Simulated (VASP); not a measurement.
Cr, 1 atom in the cell. It takes space group Im-3m (No. 229, cubic). The conventional cell has a = 2.729 Å, b = 2.729 Å, c = 2.729 Å, α = 90.00°, β = 90.00°, γ = 90.00°. Cr (site symmetry m-3m) has 14 Cr at 2.36 to 2.73 Å within 3.1 Å.  This cell differs from its parent crystal: volume scaled by 0.88.

```yaml
Program: VASP 6.6.1
Task: single point
Functional: PBE
Potentials_or_basis: VASP PAW PBE potentials, release 64 (Cr_pv)
Cutoff: 520 eV
k_mesh: 20 × 20 × 20
Occupations: gaussian, width 0.1 eV
Spin: no spin polarisation
Dipole_correction: no
Further_INCAR_settings: ALGO = Fast; EDIFF = 1e-06; NBANDS = 12
```

Potentials or basis: VASP PAW PBE potentials, release 64 (Cr_pv).

Command:

```bash
$ cat potpaw_PBE.64/Cr_pv/POTCAR > POTCAR
$ mpirun -np 1 vasp_std > vasp.out
```

Hardware: 1 thread of Intel Xeon 8259CL (shared host).

Estimate the wall time of this run.

Wall time 48 s on 1 thread of Intel Xeon 8259CL (shared host), peak memory 0.14 GiB. Counts: scf iterations 12, k points 256.
